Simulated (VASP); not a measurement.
Ba, 2 atoms in the cell. The structure is hexagonal, space group P6_3/mmc (No. 194). Conventional cell: a = 4.617 Å, b = 4.617 Å, c = 7.630 Å, α = 90.00°, β = 90.00°, γ = 120.00°. 

| Quantity | Value |
| --- | --- |
| Program | VASP 6.6.1 |
| Task | single point |
| Functional | r2SCAN |
| Potentials or basis | VASP PAW PBE potentials, release 64 (Ba_sv) |
| Cutoff | 520 eV |
| k mesh | 6 × 6 × 4 |
| Occupations | gaussian, width 0.1 eV |
| Spin | no spin polarisation |
| Dipole correction | no |
| Further INCAR settings | ALGO = Normal; EDIFF = 1e-07; NBANDS = 17 |

Potentials or basis: VASP PAW PBE potentials, release 64 (Ba_sv).

Run with:

```sh
$ cat potpaw_PBE.64/Ba_sv/POTCAR > POTCAR
$ cp INCAR.step1 INCAR
$ mpirun -np 1 vasp_std > vasp.out
$ cp INCAR.step2 INCAR
$ mpirun -np 1 vasp_std > vasp.out
```

Hardware: 1 thread of Intel(R) Xeon(R) 6975P-C (Granite Rapids), on a shared host.

Q: How long does it take, and how much memory?

A: Run time: 2.6 min on 1 thread of Intel(R) Xeon(R) 6975P-C (Granite Rapids), with other jobs on the host, peak memory 0.3 GiB. Counts: k points 21.
